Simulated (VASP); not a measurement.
Write the native input for VASP 6.6.1 that does the following.

```yaml
Task: single point
Functional: PBE
Dispersion: D3(BJ)
Potentials_or_basis: VASP PAW PBE potentials, release 64 (Te, Mo_sv)
Cutoff: 520 eV
k_mesh: 9 × 9 × 1
Occupations: gaussian, width 0.02 eV
Spin: no spin polarisation
Dipole_correction: yes
Further_INCAR_settings: ALGO = Normal; EDIFF = 1e-06; NBANDS = 20
```

The structure of Te2Mo lies in POSCAR:

```
Te2Mo
1.0
    3.7840000000      0.0000000000      0.0000000000
   -1.8920000000      3.2770401279      0.0000000000
    0.0000000000      0.0000000000     33.2698832047
Te Mo
2 1
Direct
    0.3333333333      0.6666666667      0.4397052287
    0.3333333333      0.6666666667      0.5602947713
    0.6666666667      0.3333333333      0.5000000000
```

These files were run (other wordings do the same):

INCAR

```
SYSTEM = Te2Mo
PREC = Accurate ; ENCUT = 520
EDIFF = 1E-6 ; ISMEAR = 0
SIGMA = 0.02 ; LREAL = .FALSE.
LASPH = .TRUE. ; NELM = 100
ALGO = Normal ; ISIF = 2
LWAVE = .FALSE. ; LCHARG = .FALSE.
LDIPOL = .TRUE. ; IDIPOL = 3
DIPOL = 0.5 0.5 0.500 ; GGA = PE
IVDW = 12 ; NBANDS = 20
```

KPOINTS

```
Automatic mesh
0
G
  9 9 1
  0 0 0
```

Potentials or basis: VASP PAW PBE potentials, release 64 (Te, Mo_sv).

Run with:

```console
$ cat potpaw_PBE.64/Te/POTCAR potpaw_PBE.64/Mo_sv/POTCAR > POTCAR
$ mpirun -np 1 vasp_std > vasp.out
```

Results of the run:

| Quantity | Value |
| --- | --- |
| Largest force | 2.565 eV/Å |
| Band gap on the k mesh | 0.84 eV, direct |
| Dispersion energy per atom | -0.378 eV |

Caveat: spin-orbit coupling is left out, which moves the levels of the heavy elements.

Wall time 88 s on 1 thread of Intel(R) Xeon(R) 6975P-C (Granite Rapids), with other jobs on the host, peak memory 0.5 GiB.
